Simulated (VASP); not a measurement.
# Cu: single point with PBEsol

Cu:

```
Cu
1.0
     0.00000    2.14747    1.42249
     2.14747    0.00000    1.42249
     2.14747    2.14747    0.00000
Cu
1
Cartesian
  0.0000 0.0000 0.0000
```

This cell differs from its parent crystal: volume 13.120 Å^3 an atom, c/a of the conventional cell 0.6624.

```json
{"Program": "VASP 6.6.1", "Task": "single point", "Functional": "PBEsol", "Potentials or basis": "VASP PAW PBE potentials, release 64 (Cu)", "Cutoff": "520 eV", "k mesh": "24 × 24 × 24", "Occupations": "gaussian, width 0.15 eV", "Spin": "no spin polarisation", "Dipole correction": "no", "Further INCAR settings": "ALGO = Fast; EDIFF = 1e-06; NBANDS = 12"}
```

The pressure is -15.9 GPa.

Stress tensor (GPa, compression positive):
```
-15.74   0.00   0.00
  0.00 -15.74   0.00
  0.00   0.00 -16.20
```

Levels at points of the mesh, in eV from the Fermi level:
```tsv
k point	band 4	band 5	band 6	band 7	band 8	band 9
(0.00, 0.00, 0.00)	-2.69	-2.04	-1.80	23.20	23.20	25.02
(0.50, 0.00, 0.00)	-1.72	-1.29	-0.19	4.04	15.71	16.09
(0.50, 0.50, 0.00)	-1.45	-1.40	6.97	6.97	9.29	12.25
(0.50, 0.00, 0.50)	-1.88	-1.31	-0.64	3.38	17.47	17.77
```

Wall time 77 s on 1 thread of Intel(R) Xeon(R) 6975P-C (Granite Rapids), with other jobs on the host, peak memory 0.27 GiB.

Caveat: the PAW data sets were made with another functional, which shifts forces and pressure a little.
